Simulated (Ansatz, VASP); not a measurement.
# One calculation of Pt, two programs

The input INCAR:

```
PREC = Accurate ; ENCUT = 520
EDIFF = 1E-7 ; ISMEAR = 1
SIGMA = 0.1 ; LREAL = False
LASPH = True ; NELM = 80
ALGO = Normal ; ISIF = 2
LWAVE = False ; LCHARG = True
GGA = PS ; LELF = True
LVHAR = True ; NBANDS = 17
```

The input KPOINTS:

```
Automatic mesh
0
Gamma
  7 7 4
```

Contents of POSCAR:

```
Pt
1.0
    2.7296150308     -0.0110583846      0.0044113895
   -1.3745722378      2.3423374650      0.0079656945
    0.0071729883      0.0181763846      4.7812739424
Pt
2
Direct
    0.7463113347      0.2899402658      0.7284483338
    0.2367374893      0.7503216936      0.2307077792
```

Input for Ansatz:

```yaml
crystal:
  lattice:
    - [2.72961503075481, -0.01105838456692841, 0.0044113894514861435]
    - [-1.3745722378133713, 2.342337464955074, 0.007965694480084329]
    - [0.00717298829466136, 0.01817638461141916, 4.7812739424360275]
  atoms:
    - { symbol: Pt, position: [0.7463113347193269, 0.28994026575460097, 0.728448333755318] }
    - { symbol: Pt, position: [0.23673748929801278, 0.7503216935883668, 0.23070777923232985] }
kpoints:
  mp_grid:
    grid: [7, 7, 4]
hamiltonian:
  xc: pbesol
  pseudopotentials:
    kind: paw
scf:
  occupations:
    method: cold
output:
  forces: true
  stress: true
```

Alike in both runs: task single point; functional PBEsol; k mesh 7 × 7 × 4; no spin polarisation.

|  | VASP | Ansatz |
| --- | --- | --- |
| version | VASP 6.6.1 | Ansatz 0.2.0 |
| potentials or method | VASP PAW PBE potentials, release 64 (Pt) | plane waves, PAW |
| plane-wave cutoff (eV) | 520 | 420 |
| occupations | methfessel-paxton of order 1, width 0.1 eV | cold |
| valence electrons in the cell | 20 | 36 |

Ansatz gave:

* pressure (GPa): -0.2
* traceless stress, the component that is largest in VASP (GPa): -0.87
* rms of the force components (eV/Å): 0.173

Estimate VASP's values.

pressure (GPa): -0.7; traceless stress, the component that is largest in VASP (GPa): -0.90; rms of the force components (eV/Å): 0.170.

VASP's potentials were made for PBE, not for PBEsol. Atom by atom the forces differ by 0.003 eV/Å (rms over components). VASP's potentials hold 20 valence electrons a cell and Ansatz's 36, so a difference there can come from the potentials and not from the codes.

The k mesh is coarse, so the values compare programs but aren't converged. Spin-orbit coupling is off throughout.
